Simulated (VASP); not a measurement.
# W (Fm-3m) in VASP: a series of runs

Runs on W. Level: PBE. Tasks: single point.

Program: VASP 6.6.1. These are calculated values, not measurements. Logs are shortened: lines on timing, memory, paths and dates and some standing lists are left out, and cuts for length are marked.

**1. The cell of the first run**

It takes space group Fm-3m (No. 225, cubic). The conventional cell has a = 4.060 Å, b = 4.060 Å, c = 4.060 Å, α = 90.00°, β = 90.00°, γ = 90.00°. Within 3.8 Å of W (site symmetry m-3m) lie 12 W at 2.87 Å.

**2. Single point, PBE**

INCAR reads:

```
PREC = Accurate
ENCUT = 520
EDIFF = 1E-6
ISMEAR = -1
SIGMA = 0.1
LREAL = F
LASPH = T
NELM = 80
ALGO = Normal
ISIF = 2
LWAVE = F
LCHARG = F
GGA = PE
NBANDS = 13
```

KPOINTS reads:

```
regular mesh
0
Gamma
  8 8 8
```

POSCAR reads:

```
W
1.0
    0.0000000000      2.0300000000      2.0300000000
    2.0300000000      0.0000000000      2.0300000000
    2.0300000000      2.0300000000      0.0000000000
W
1
Direct
    0.0000000000      0.0000000000      0.0000000000
```

Potentials or basis: VASP PAW PBE potentials, release 64 (W_sv).

The run is started by

```sh
> cat potpaw_PBE.64/W_sv/POTCAR > POTCAR
> mpirun -np 1 vasp_std > vasp.out
```

OUTCAR:

```text
PREC = Accurate
   ENCUT = 520
   EDIFF = 1E-6
   ISMEAR = -1
   LREAL = F
   LASPH = T
   NELM = 80
   ISIF = 2
   GGA = PE

 ion  position               nearest neighbor table
   1  0.000  0.000  0.000-

  LATTYP: Found a face centered cubic cell.
 ALAT       =     4.0600000000

  Lattice vectors:

 A1 = (   0.0000000000,   2.0300000000,   2.0300000000)
 A2 = (   2.0300000000,   0.0000000000,   2.0300000000)
 A3 = (   2.0300000000,   2.0300000000,   0.0000000000)

Analysis of symmetry for initial positions (statically):
=====================================================================
 Subroutine PRICEL returns:
 Original cell was already a primitive cell.

 Routine SETGRP: Setting up the symmetry group for a
 face centered cubic supercell.

 Subroutine GETGRP returns: Found 48 space group operations
 (whereof 48 operations were pure point group operations)
 out of a pool of 48 trial point group operations.

The static configuration has the point symmetry O_h .

Analysis of symmetry for dynamics (positions and initial velocities):
=====================================================================
 Subroutine PRICEL returns:
 Original cell was already a primitive cell.

 Routine SETGRP: Setting up the symmetry group for a
 face centered cubic supercell.

 Subroutine GETGRP returns: Found 48 space group operations
 (whereof 48 operations were pure point group operations)
 out of a pool of 48 trial point group operations.

The dynamic configuration has the point symmetry O_h .

 Subroutine INISYM returns: Found 48 space group operations
 (whereof 48 operations are pure point group operations),
 and found     1 'primitive' translations

----------------------------------------------------------------------------------------

                                     Primitive cell

  volume of cell :      16.7309

  direct lattice vectors                    reciprocal lattice vectors
     0.000000000  2.030000000  2.030000000    -0.246305419  0.246305419  0.246305419
     2.030000000  0.000000000  2.030000000     0.246305419 -0.246305419  0.246305419
     2.030000000  2.030000000  0.000000000     0.246305419  0.246305419 -0.246305419

  length of vectors
     2.870853532  2.870853532  2.870853532     0.426613499  0.426613499  0.426613499

  position of ions in fractional coordinates (direct lattice)
     0.000000000  0.000000000  0.000000000

  ion indices of the primitive-cell ions
   primitive index   ion index
                 1           1

----------------------------------------------------------------------------------------

 KPOINTS: regular mesh

Automatic generation of k-mesh.
 Grid dimensions read from file:
 generate k-points for:    8    8    8

 Generating k-lattice:

  Cartesian coordinates                     Fractional coordinates (reciprocal lattice)
    -0.030788177  0.030788177  0.030788177     0.125000000  0.000000000  0.000000000
     0.030788177 -0.030788177  0.030788177     0.000000000  0.125000000  0.000000000
     0.030788177  0.030788177 -0.030788177     0.000000000  0.000000000  0.125000000

  Length of vectors
     0.053326687  0.053326687  0.053326687

  Shift w.r.t. Gamma in fractional coordinates (k-lattice)
     0.000000000  0.000000000  0.000000000

 Subroutine IBZKPT returns following result:
 ===========================================

 Found     29 irreducible k-points:

 Following reciprocal coordinates:
            Coordinates               Weight
  0.000000  0.000000  0.000000      1.000000
  0.125000  0.000000  0.000000      8.000000
  0.250000  0.000000  0.000000      8.000000
  0.375000  0.000000  0.000000      8.000000
  0.500000  0.000000  0.000000      4.000000
  0.125000  0.125000  0.000000      6.000000
[... 16 lines left out ...]
  0.500000  0.250000  0.125000     48.000000
 -0.375000  0.250000  0.125000     24.000000
 [... further k-points ...]
   k-points           NKPTS =     29   k-points in BZ     NKDIM =     29   number of bands    NBANDS=     13
   number of dos      NEDOS =    301   number of ions     NIONS =      1
   total plane-waves  NPLWV =  13824
   dimension x,y,z NGX =    24 NGY =   24 NGZ =   24
   dimension x,y,z NGXF=    48 NGYF=   48 NGZF=   48
   ions per type =               1
   NGX,Y,Z   is equivalent  to a cutoff of  13.90, 13.90, 13.90 a.u.
   NGXF,Y,Z  is equivalent  to a cutoff of  27.80, 27.80, 27.80 a.u.
 SYSTEM =  unknown system
   PREC   = accura    normal or accurate (medium, high low for compatibility)
   ISTART =      0    job   : 0-new  1-cont  2-samecut
   ICHARG =      2    charge: 1-file 2-atom 10-const
   ISPIN  =      1    spin polarized calculation?
   LNONCOLLINEAR =      F non collinear calculations
   LSORBIT =      F    spin-orbit coupling
   LASPH  =      T    aspherical Exc in radial PAW
   ENCUT  =  520.0 eV  38.22 Ry    6.18 a.u.   5.34  5.34  5.34*2*pi/ulx,y,z
   NELM   =     80;   NELMIN=  2; NELMDL= -5     # of ELM steps
   EDIFF  = 0.1E-05   stopping-criterion for ELM
   LREAL  =      F    real-space projection
   EDIFFG = 0.1E-04   stopping-criterion for IOM
   NSW    =      0    number of steps for IOM
   IBRION =     -1    ionic relax: 0-MD 1-quasi-New 2-CG
   NFREE  =      0    steps in history (QN), initial steepest desc. (CG)
   ISIF   =      2    stress and relaxation
   ISYM   =      2    0-nonsym 1-usesym 2-fastsym
   POTIM  = 0.5000    time-step for ionic-motion
   TEBEG  =    0.0;   TEEND  =   0.0 temperature during run
   PSTRESS=    0.0 pullay stress
   NELECT =      14.0000    total number of electrons
   NUPDOWN=      -1.0000    fix difference up-down
   EMIN   =  10.00;   EMAX   =-10.00  energy-range for DOS
   EFERMI =   0.00;   METHOD = LEGACY
   ISMEAR =    -1;   SIGMA  =   0.10  broadening in eV -4-tet -1-fermi 0-gaus
   EFERMI_NEDOS =   21; number of points for ismear=-14 and -15
   IALGO  =     38    algorithm
   IMIX   =      4    mixing-type and parameters
     AMIX     =   0.40;   BMIX     =  1.00
     AMIX_MAG =   1.60;   BMIX_MAG =  1.00
  volume/ion in A,a.u.               =      16.73       112.91
  Fermi-wavevector in a.u.,A,eV,Ry     =   1.542688  2.915258 32.380324  2.379887
  Thomas-Fermi vector in A             =   2.648457
   LORBIT       =      0    0 simple, 1 ext, 2 COOP (PROOUT), +10 PAW based schemes
   GGA     = PE    functional components
   LHFCALC =     F    Hartree Fock is set to
   AEXX    =    0.0000 exact exchange contribution
   IVDW    =     0    specifies the selected vdW correction
   LEPSILON=     F    determine dielectric tensor
   LRPA    =     F    only Hartree local field effects (RPA)
 non-spin polarized calculation
  energy-cutoff  :      520.00
  volume of cell :       16.73
 maximum number of plane-waves:       464
 NGX is ok and might be reduce to    24
   NGX = 11   NGY = 11   NGZ = 11

 number of electron      14.0000002 magnetization

 Free energy of the ion-electron system (eV)
  ---------------------------------------------------
  ext. energy  EPLUGINS =         0.00000000
  ---------------------------------------------------
  free energy    TOTEN  =       -12.50309595 eV

  energy without entropy =      -12.46192020  energy(sigma->0) =      -12.48250808

 E-fermi :  10.2049     XC(G=0): -13.3299

 val. band max:       10.1619447263   @ k =   0.2500   0.1250   0.0000
 cond. band min:      10.2180174126   @ k =   0.1250   0.1250   0.0000
 fundamental gap:      0.0560726862
 Fermi energy:        10.2048565125

 k-point     1 :       0.0000    0.0000    0.0000
  band No.  band energies     occupation
      1     -63.4957      2.00000
      2     -27.1492      2.00000
      3     -27.1492      2.00000
      4     -27.1492      2.00000
      5       1.3352      2.00000
      6       9.6865      1.98884
      7       9.6865      1.98884
      8       9.6865      1.98884
      9      12.7264      0.00000
     10      12.7264      0.00000
     11      22.9848      0.00000
     12      28.1134      0.00000
     13      28.1134      0.00000

 k-point     2 :       0.1250    0.0000    0.0000
  band No.  band energies     occupation
      1     -63.4815      2.00000
      2     -27.3154      2.00000
      3     -27.1707      2.00000
      4     -27.1707      2.00000
      5       1.9842      2.00000
      6       9.2338      1.99988
      7       9.9603      1.84041
      8       9.9603      1.84041
      9      12.5102      0.00000
     10      12.5102      0.00000
     11      24.1873      0.00000
     12      26.0740      0.00000
     13      29.3310      0.00000

 k-point     3 :       0.2500    0.0000    0.0000
  band No.  band energies     occupation
      1     -63.4473      2.00000
      2     -27.7029      2.00000
      3     -27.2222      2.00000
      4     -27.2222      2.00000
      5       3.5196      2.00000
      6       8.6976      2.00000
      7      10.1151      1.42087
      8      10.1151      1.42087
      9      12.8159      0.00000
     10      12.8159      0.00000
     11      23.1913      0.00000
     12      26.7987      0.00000
     13      32.4805      0.00000
[... 305 lines left out ...]
 k-point    23 :       0.5000    0.2500    0.1250
  band No.  band energies     occupation
      1     -63.3939      2.00000
      2     -27.9920      2.00000
      3     -27.5418      2.00000
      4     -27.3512      2.00000
      5       6.0600      2.00000
      6       7.9353      2.00000
      7       8.5522      2.00000
      8      11.2349      0.00007
      9      13.6673      0.00000
     10      16.5504      0.00000
     11      21.7316      0.00000
     12      26.2214      0.00000
     13      26.5804      0.00000

 k-point    24 :      -0.3750    0.2500    0.1250
  band No.  band energies     occupation
      1     -63.3824      2.00000
      2     -28.0764      2.00000
      3     -27.5791      2.00000
      4     -27.3846      2.00000
      5       6.2767      2.00000
      6       7.7419      2.00000
      7       9.3214      1.99971
      8      10.9187      0.00159
      9      14.6327      0.00000
     10      17.8829      0.00000
     11      19.1681      0.00000
     12      25.7214      0.00000
     13      26.8578      0.00000

 [... further k-points ...]
[... 5 lines left out ...]
  --------------------------------------------------------------------------------------
  -------------------------------------------------------------------------------------
  Total       -0.4112056     -0.4112056     -0.4112056     -0.0000000      0.0000000     -0.0000000
  in kB      -39.3778027    -39.3778027    -39.3778027     -0.0000000      0.0000000     -0.0000000
  external PRESSURE =     -39.3778027 kB  Pullay stress =       0.0000000 kB

 VOLUME and BASIS-vectors are now :
 -----------------------------------------------------------------------------
  energy-cutoff  :      520.00
  volume of cell :       16.73
      direct lattice vectors                 reciprocal lattice vectors
     0.000000000  2.030000000  2.030000000    -0.246305419  0.246305419  0.246305419
     2.030000000  0.000000000  2.030000000     0.246305419 -0.246305419  0.246305419
     2.030000000  2.030000000  0.000000000     0.246305419  0.246305419 -0.246305419

 POSITION                                       TOTAL-FORCE (eV/Angst)
 -----------------------------------------------------------------------------------
      0.00000      0.00000      0.00000         0.000000      0.000000      0.000000
 -----------------------------------------------------------------------------------
    total drift:                               -0.000000      0.000000      0.000000

  FREE ENERGIE OF THE ION-ELECTRON SYSTEM (eV)
  ---------------------------------------------------
  free  energy   TOTEN  =       -12.5030959539 eV

  energy  without entropy=      -12.4619202001  energy(sigma->0) =      -12.48250808
```

It took 4.1 s on 1 thread of Intel Xeon Platinum 8488C (Sapphire Rapids), shared host; peak memory 0.14 GiB.

Results:

| Item | Value |
| --- | --- |
| Free energy | -12.5031 eV |
| Pressure | -3.9 GPa |
| Band gap on the k mesh | zero (band 7 reaches 13.17 eV, above the bottom of band 8 at 9.69 eV) |

Levels at points of the mesh, in eV from the Fermi level:
```
           k point  band 3  band 4  band 5  band 6  band 7  band 8  band 9  band 10  band 11  band 12
(0.00, 0.00, 0.00)  -37.35  -37.35   -8.87   -0.52   -0.52   -0.52    2.52     2.52    12.78    17.91
(0.50, 0.00, 0.00)  -37.50  -37.50   -5.48   -0.73   -0.73    0.60    4.92     4.92    10.02    12.41
(0.50, 0.50, 0.00)  -37.74  -37.74   -5.33   -4.38    2.96    4.89    5.63     5.63    11.60    11.60
```

Caveat: spin-orbit coupling is left out, which moves the levels of the heavy elements.

[end of part 1 of 2]
